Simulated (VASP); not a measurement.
A run of VASP 6.6.1:

Contents of INCAR:

```
SYSTEM = RbSr3
  PREC = Accurate
  ENCUT = 520
  EDIFF = 1E-6
  ISMEAR = -1
  SIGMA = 0.1
  LREAL = .False.
  LASPH = .True.
  NELM = 100
  ALGO = Normal
  ISIF = 2
  LWAVE = .False.
  LCHARG = .False.
  GGA = PS
  NBANDS = 28
```

The input KPOINTS:

```
regular mesh
0
Gamma
  4 4 4
  0 0 0
```

POSCAR

```
RbSr3
1.0
    0.0000000000      4.9675070000      4.9675070000
    4.9675070000      0.0000000000      4.9675070000
    4.9675070000      4.9675070000      0.0000000000
Rb Sr
1 3
Direct
    0.0000000000      0.0000000000      0.0000000000
    0.2500000000      0.2500000000      0.2500000000
    0.7500000000      0.7500000000      0.7500000000
    0.5000000000      0.5000000000      0.5000000000
```

Potentials or basis: VASP PAW PBE potentials, release 64 (Rb_sv, Sr_sv).

Command:

```console
$ cat potpaw_PBE.64/Rb_sv/POTCAR potpaw_PBE.64/Sr_sv/POTCAR > POTCAR
$ mpirun -np 1 vasp_std > vasp.out
```

Hardware: 1 thread of Intel(R) Xeon(R) Platinum 8488C (Sapphire Rapids), with other jobs on the host.

Task: Estimate the wall time of this run.

Result: Run time: 55 s on 1 thread of Intel(R) Xeon(R) Platinum 8488C (Sapphire Rapids), on a shared host, peak memory 0.4 GiB. Counts: scf iterations 11, k points 8.
